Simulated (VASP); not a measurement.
Crystal: Ti2Ge6Mo.

```
CELL_PARAMETERS angstrom
4.73068 0.00124 0.01387
2.36644 4.29830 0.00192
2.38622 -0.00782 7.17135
ATOMIC_POSITIONS crystal
Ti 0.33453 0.99181 0.35217
Ti 0.66513 0.98107 0.67068
Ge 0.97800 0.66568 0.34550
Ge 0.66119 0.66473 0.99637
Ge 0.30426 0.69433 0.67012
Ge 0.67904 0.30029 0.32200
Ge 0.33453 0.33958 0.99628
Ge 0.01681 0.33527 0.65422
Mo 0.02650 0.02725 0.99267
```

- Program: VASP 6.6.1
- Task: relaxation of cell and atoms
- Functional: PBE
- Potentials or basis: VASP PAW PBE potentials, release 64 (Ti_sv, Ge_d, Mo_sv)
- Cutoff: 500 eV
- k mesh: 6 × 6 × 6
- Occupations: gaussian, width 0.2 eV
- Spin: no spin polarisation

At the start: pressure 0.5 GPa; volume 16.18 Å³/atom.

Q: Where does the relaxation end?

A: Over 16 steps the energy falls by 64.8 meV/atom and the volume is 15.99 Å³/atom (-1.2 %); space group P1 (No. 1, to 0.1 Å) before, Fmmm (No. 69, to 0.1 Å).

Step by step:
```csv
step,energy change (eV),largest force (eV/Å),pressure (GPa),volume (Å³)
1,0.0000,1.5857,0.51,145.66
2,-0.3533,0.8725,-1.69,146.73
3,-0.4638,0.3815,-2.91,147.76
4,-0.5095,0.4508,3.28,140.72
5,-0.5372,0.3356,0.76,143.30
6,-0.5650,0.2194,0.03,143.96
7,-0.5662,0.1969,-0.15,144.12
8,-0.5778,0.1006,-0.08,144.00
9,-0.5787,0.1124,-0.06,143.95
10,-0.5813,0.0742,0.11,143.77
11,-0.5816,0.0561,0.20,143.67
12,-0.5824,0.0418,-0.22,144.14
13,-0.5824,0.0412,-0.17,144.07
14,-0.5829,0.0298,0.03,143.85
15,-0.5829,0.0299,0.06,143.85
16,-0.5831,0.0158,-0.01,143.91
```

Final structure:
```xyz
9
Lattice="4.7463 0.0002 0.0001 2.3740 4.2494 -0.0003 2.3735 0.0001 7.1357" Properties=species:S:1:pos:R:3 pbc="T T T"
Ti    2.3700    0.0017    2.4156
Ti    7.1210    4.2483    4.7187
Ge    7.1186    2.8719    2.3411
Ge    4.7491    2.8707    0.0013
Ge    4.7486    2.8698    4.7933
Ge    4.7426    1.3796    2.3413
Ge    4.7498    1.3786    7.1350
Ge    2.3733    1.3784    4.7957
Mo    4.7496    4.2491    7.1352
```
